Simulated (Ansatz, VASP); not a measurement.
# Al4N5 in VASP and in Ansatz

The input INCAR:

```
ALGO     = Normal         # electronic algorithm
DIPOL    = 0.5 0.5 0.289
EDIFF    = 1E-6           # SCF threshold, eV
ENCUT    = 520            # plane-wave cutoff, eV
GGA      = PE             # functional
IDIPOL   = 3            
ISIF     = 2              # what is computed and relaxed
ISMEAR   = 0              # smearing method
IVDW     = 12             # dispersion correction
LASPH    = T              # aspherical terms in the spheres
LCHARG   = T              # write CHGCAR
LDIPOL   = T            
LELF     = T              # ELF
LREAL    = Auto         
LVACPOTAV= T            
LVHAR    = T            
LWAVE    = F              # write WAVECAR
NBANDS   = 52             # bands
NELM     = 100            # most SCF steps
PREC     = Accurate       # precision mode
SIGMA    = 0.05           # smearing width, eV
```

KPOINTS

```
k-points
0
Gamma
  5 6 1
```

File POSCAR:

```
Al4N5
1.0
    6.2178777932      0.0000000000      0.0000000000
    0.0000000000      4.9778062151      0.0000000000
    0.0000000000      0.0000000000     22.0612415661
Al N
8 10
Direct
    0.0000000000      0.9984444684      0.1813134582
    0.5000000000      0.9984444684      0.1813134582
    0.2500000000      0.4984444684      0.2219944576
    0.7500000000      0.4984444684      0.2219944576
    0.2500000000      0.9927115344      0.3083994001
    0.7500000000      0.9927115344      0.3083994001
    0.0000000000      0.4640676885      0.3340308200
    0.5000000000      0.4640676885      0.3340308200
    0.0000000000      0.6165555316      0.1813134582
    0.5000000000      0.6165555316      0.1813134582
    0.2500000000      0.1165555316      0.2219944576
    0.7500000000      0.1165555316      0.2219944576
    0.2500000000      0.6144481599      0.3071137031
    0.7500000000      0.6144481599      0.3071137031
    0.0000000000      0.1109285761      0.3427387141
    0.5000000000      0.1109285761      0.3427387141
    0.0000000000      0.1109285761      0.4741909713
    0.0000000000      0.1109285761      0.5240521723
```

Input for Ansatz:

```yaml
crystal:
  lattice:
    - [6.2178777932, 0.0, 0.0]
    - [0.0, 4.9778062151, 0.0]
    - [0.0, 0.0, 22.0612415661]
  atoms:
    - { symbol: Al, position: [0.0, 0.9984444684, 0.1813134582] }
    - { symbol: Al, position: [0.5, 0.9984444684, 0.1813134582] }
    - { symbol: "N", position: [0.0, 0.6165555316, 0.1813134582] }
    - { symbol: "N", position: [0.5, 0.6165555316, 0.1813134582] }
    - { symbol: Al, position: [0.25, 0.4984444684, 0.2219944576] }
    - { symbol: Al, position: [0.75, 0.4984444684, 0.2219944576] }
    - { symbol: "N", position: [0.25, 0.1165555316, 0.2219944576] }
    - { symbol: "N", position: [0.75, 0.1165555316, 0.2219944576] }
    - { symbol: Al, position: [0.25, 0.9927115344, 0.3083994001] }
    - { symbol: Al, position: [0.75, 0.9927115344, 0.3083994001] }
    - { symbol: "N", position: [0.25, 0.6144481599, 0.3071137031] }
    - { symbol: "N", position: [0.75, 0.6144481599, 0.3071137031] }
    - { symbol: Al, position: [0.0, 0.4640676885, 0.33403082] }
    - { symbol: Al, position: [0.5, 0.4640676885, 0.33403082] }
    - { symbol: "N", position: [0.0, 0.1109285761, 0.3427387141] }
    - { symbol: "N", position: [0.5, 0.1109285761, 0.3427387141] }
    - { symbol: "N", position: [0.0, 0.1109285761, 0.4741909713] }
    - { symbol: "N", position: [0.0, 0.1109285761, 0.5240521723] }
basis:
  ecutwfc: 420
kpoints:
  mp_grid: { grid: [5, 6, 1] }
hamiltonian:
  xc: pbe
  pseudopotentials: { kind: paw, azcp: { folder: soft_1 } }
  dispersion: d3bj
scf:
  occupations: { method: gaussian, width: 0.05 }
output:
  forces: true
  eigenvalues: true
efield:
  axis: 3
  dipole_correction: true
  ramp_width: 0.04
```

Alike in both runs: task single point; functional PBE; dispersion D3(BJ); k mesh 5 × 6 × 1; occupations gaussian, width 0.05 eV; no spin polarisation.

|  | VASP | Ansatz |
| --- | --- | --- |
| version | VASP 6.6.1 | Ansatz 0.2.0 |
| potentials or method | VASP PAW PBE potentials, release 64 (Al, N), cutoff 520 eV | scalar-relativistic, plane waves, PAW |
| valence electrons in the cell | 74 | 74 |

Ansatz gave:

| Item | Value |
| --- | --- |
| gap on the k mesh at the Fermi level (eV) | 1.44 |
| least direct gap on the mesh (eV) | 1.46 |
| rms of the force components (eV/Å) | 0.713 |

Which values does VASP return?

gap on the k mesh at the Fermi level (eV): 1.43; least direct gap on the mesh (eV): 1.45; rms of the force components (eV/Å): 0.815.

Noted on VASP's run: the standard files for N, O and F lose accuracy on very short bonds.
